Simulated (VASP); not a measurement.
Ba, 2 atoms in the cell. The cell holds a wire or tube with vacuum around it, 2 atoms: a = 12.500 Å, b = 9.300 Å, c = 4.142 Å, α = 90.00°, β = 90.00°, γ = 90.00°. 

| Property | Result |
| --- | --- |
| Program | VASP 6.6.1 |
| Task | single point |
| Functional | PBE |
| Potentials or basis | VASP PAW PBE potentials, release 64 (Ba_sv) |
| Cutoff | 520 eV |
| k mesh | 1 × 1 × 16 |
| Occupations | gaussian, width 0.05 eV |
| Spin | collinear spin |
| Starting moments | [0.5, 0.5] μB |
| Dipole correction | no |
| Further INCAR settings | ALGO = Normal; EDIFF = 1e-06; NBANDS = 21 |

Potentials or basis: VASP PAW PBE potentials, release 64 (Ba_sv).

Launch:

```sh
$ cat potpaw_PBE.64/Ba_sv/POTCAR > POTCAR
$ mpirun -np 1 vasp_std > vasp.out
```

Hardware: 1 thread of Oxide Virtual Turin-like Processor, on a shared host.

Problem. Estimate the wall time of this run.

Solution. Wall time 6.1 min on 1 thread of Oxide Virtual Turin-like Processor, on a shared host, peak memory 0.67 GiB. Counts: scf iterations 25, k points 9.
